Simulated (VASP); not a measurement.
Input of a VASP 6.6.1 run:

Contents of INCAR:

```
SYSTEM = CsSc
ALGO = Normal
EDIFF = 1E-7
ENCUT = 520
GGA = PE
ISIF = 2
ISMEAR = 0
LASPH = .TRUE.
LCHARG = .TRUE.
LELF = .TRUE.
LREAL = .FALSE.
LVHAR = .TRUE.
LWAVE = .FALSE.
NBANDS = 17
NELM = 100
PREC = Accurate
SIGMA = 0.1
```

KPOINTS

```
k-points
0
G
  6 6 6
  0 0 0
```

POSCAR

```
CsSc
1.0
    1.7856213185      1.0309289489      5.6875345700
   -1.7856213185      1.0309289489      5.6875345700
    0.0000000000     -2.0618578978      5.6875345700
Cs Sc
1 1
Direct
    0.0000000000      0.0000000000      0.0000000000
    0.5000000000      0.5000000000      0.5000000000
```

Potentials or basis: VASP PAW PBE potentials, release 64 (Cs_sv, Sc_sv).

Command:

```sh
$ cat potpaw_PBE.64/Cs_sv/POTCAR potpaw_PBE.64/Sc_sv/POTCAR > POTCAR
$ mpirun -np 1 vasp_std > vasp.out
```

Estimate the band gap on the k mesh.

zero (bands 10 and 11 overlap by 0.87 eV).

What does it give for the pressure?

3.8 GPa.

Stress tensor (GPa, compression positive):
```
1.72 0.00 0.00
0.00 1.72 0.00
0.00 0.00 7.99
```

Caveat: the cell stands under pressure; spin-orbit coupling is left out, which moves the levels of the heavy elements.
